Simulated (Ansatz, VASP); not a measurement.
# B in VASP and in Ansatz

```
B
1.0
    -1.63531    1.63531    4.45374
     1.63531   -1.63531    4.45374
     1.63531    1.63531   -4.45374
B
4
Direct
  0.67208 0.17208 0.84417
  0.32792 0.82792 0.15583
  0.82792 0.67208 0.50000
  0.17208 0.32792 0.50000
```

Alike in both runs: functional PBE; k mesh 20 × 20 × 20; occupations gaussian, width 0.1 eV; no spin polarisation.

Ansatz relaxed the structure, and its values are those at the end. VASP's run is a single point on that final structure, the one shown.

|  | VASP | Ansatz |
| --- | --- | --- |
| version | VASP 6.6.1 | Ansatz 0.2.0 |
| potentials or method | VASP PAW PBE potentials, release 64 (B), cutoff 520 eV | scalar-relativistic, plane waves, PAW |
| valence electrons in the cell | 12 | 12 |

```csv
,VASP,Ansatz,Ansatz less VASP
gap on the k mesh at the Fermi level (eV),none,none,-
pressure (GPa),0.0,0.0,+0.04
rms of the force components (eV/Å),0.004,0.000,-0.0033
```

A gap of «none» marks a metal or a gap that the smearing closes.
